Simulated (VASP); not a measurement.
Input of a VASP 6.6.1 run:

File INCAR:

```
PREC     = Accurate       # precision mode
ENCUT    = 520            # plane-wave cutoff, eV
EDIFF    = 1E-6           # SCF threshold, eV
ISMEAR   = 0              # smearing method
SIGMA    = 0.05           # smearing width, eV
LREAL    = F              # projectors in reciprocal space
LASPH    = T              # aspherical terms in the spheres
NELM     = 60             # most SCF steps
ALGO     = Normal         # electronic algorithm
ISIF     = 2              # what is computed and relaxed
LWAVE    = F              # write WAVECAR
LCHARG   = F              # write CHGCAR
NBANDS   = 28             # bands
```

KPOINTS

```
Automatic mesh
0
Gamma
  8 8 6
```

File POSCAR:

```
PbO
1.0
    3.9744000000      0.0000000000      0.0000000000
    0.0000000000      3.9744000000      0.0000000000
    0.0000000000      0.0000000000      5.0220000000
Pb O
2 2
Direct
    0.0000000000      0.5000000000      0.2351000000
    0.5000000000      0.0000000000      0.7649000000
    0.0000000000      0.0000000000      0.0298685783
    0.5000000000      0.5000000000      0.0298685783
```

Potentials or basis: VASP PAW LDA potentials, release 64 (Pb_d, O).

Launch:

```sh
$ cat potpaw_LDA.64/Pb_d/POTCAR potpaw_LDA.64/O/POTCAR > POTCAR
$ mpirun -np 1 vasp_std > vasp.out
```

Problem. Predict the band gap on the k mesh.

Solution. 1.12 eV, indirect (least direct gap 2.12 eV).

Problem. Predict the pressure.

Solution. -1.1 GPa.

Problem. What does it give for the largest force?

Solution. 1.295 eV/Å.

Forces in eV/Å, atoms in the order of the input:
```
Pb   0.000  0.000  1.295
Pb   0.000  0.000  1.159
O    0.000  0.000 -1.227
O    0.000  0.000 -1.227
```

Caveat: the cell differs from its parent crystal (all O atoms moved +0.150 Å, as atom 3 along Cartesian [0 0 1]); spin-orbit coupling is left out, which moves the levels of the heavy elements; forces of over 1 eV/Å act on the atoms, so gaps and moduli don't describe the material at rest. A k mesh can miss the band edges.
